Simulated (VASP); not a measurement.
GaN: single point with PBE

The system is GaN.

```
Ga N
1.0
     3.18000    0.00000    0.00000
    -1.59000    2.75396    0.00000
     0.00000    0.00000    5.16600
Ga N
2 2
Direct
  0.33333 0.66667 0.00000
  0.66667 0.33333 0.50000
  0.33333 0.66667 0.37500
  0.66667 0.33333 0.87500
```

| Property | Result |
| --- | --- |
| Program | VASP 6.6.1 |
| Task | single point |
| Functional | PBE |
| Potentials or basis | VASP PAW PBE potentials, release 64 (Ga_d, N) |
| Cutoff | 600 eV |
| k mesh | 6 × 6 × 2 |
| Occupations | gaussian, width 0.01 eV |
| Spin | no spin polarisation |

```json
{"Pressure": "7.1 GPa", "Largest force": "0.132 eV/Å", "Band gap on the k mesh": "1.97 eV"}
```

Forces on the atoms (eV/Å):
```
Ga   0.000  0.000 -0.132
Ga   0.000  0.000 -0.132
N    0.000  0.000  0.132
N    0.000  0.000  0.132
```

Stress tensor (GPa, compression positive):
```
6.39 0.00 0.00
0.00 6.39 0.00
0.00 0.00 8.62
```

Levels at points of the mesh, in eV from the valence-band top:
```tsv
k point	band 16	band 17	band 18	band 19	band 20	band 21
(0.00, 0.00, 0.00)	-0.06	0.00	0.00	1.97	4.30	9.26
(0.50, 0.00, 0.00)	-2.78	-2.26	-0.99	5.08	5.61	6.08
(0.00, 0.00, 0.50)	-0.55	-0.55	-0.55	4.29	4.29	8.54
(0.50, 0.00, 0.50)	-1.96	-1.93	-1.93	4.43	4.43	7.84
```

It took 14 s on 1 thread of Intel(R) Xeon(R) 6975P-C (Granite Rapids), with other jobs on the host, peak memory 0.17 GiB.

Caveat: the k points lie up to 0.61 Å⁻¹ apart. Expect the measured gap to be larger: semilocal functionals such as PBE lack the derivative discontinuity.
